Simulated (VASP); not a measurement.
Wanted: the native input for a VASP 6.6.1 run.

| Item | Value |
| --- | --- |
| Task | single point |
| Functional | PBEsol |
| Potentials or basis | VASP PAW PBE potentials, release 64 (Ir) |
| Cutoff | 520 eV |
| k mesh | 18 × 18 × 5 |
| Occupations | fermi-dirac, width 0.1 eV |
| Spin | no spin polarisation |
| Dipole correction | no |
| Further INCAR settings | ALGO = Normal; EDIFF = 1e-06; NBANDS = 26 |

The structure of Ir lies in POSCAR:

```
Ir
1.0
    2.7108338014      0.0000000000      0.0000000000
   -1.3554169007      2.3476509375      0.0000000000
    0.0000000000      0.0000000000      8.8556352115
Ir
4
Direct
    0.0000000000      0.0000000000      0.0000000000
    0.0000000000      0.0000000000      0.5000000000
    0.3333333333      0.6666666667      0.2500000000
    0.6666666667      0.3333333333      0.7500000000
```

The input as run:

INCAR

```
PREC     = Accurate       # precision mode
ENCUT    = 520            # plane-wave cutoff, eV
EDIFF    = 1E-6           # SCF threshold, eV
ISMEAR   = -1             # smearing method
SIGMA    = 0.1            # smearing width, eV
LREAL    = F              # projectors in reciprocal space
LASPH    = T              # aspherical terms in the spheres
NELM     = 60             # most SCF steps
ALGO     = Normal         # electronic algorithm
ISIF     = 2              # what is computed and relaxed
LWAVE    = F              # write WAVECAR
LCHARG   = F              # write CHGCAR
GGA      = PS             # functional
NBANDS   = 26             # bands
```

KPOINTS

```
regular mesh
0
Gamma
  18 18 5
```

Potentials or basis: VASP PAW PBE potentials, release 64 (Ir).

Run with:

```console
$ cat potpaw_PBE.64/Ir/POTCAR > POTCAR
$ mpirun -np 1 vasp_std > vasp.out
```

Results of the run:

```json
{
  "Pressure": "0.8 GPa",
  "Band gap on the k mesh": "zero (band 18 reaches 11.35 eV, above the bottom of band 19 at 8.95 eV)"
}
```

Caveat: the PAW data sets were made with another functional, which shifts forces and pressure a little; spin-orbit coupling is left out, which moves the levels of the heavy elements.

Wall time 2.5 min on 1 thread of Intel Xeon 6975P-C, on a shared host, peak memory 0.26 GiB.
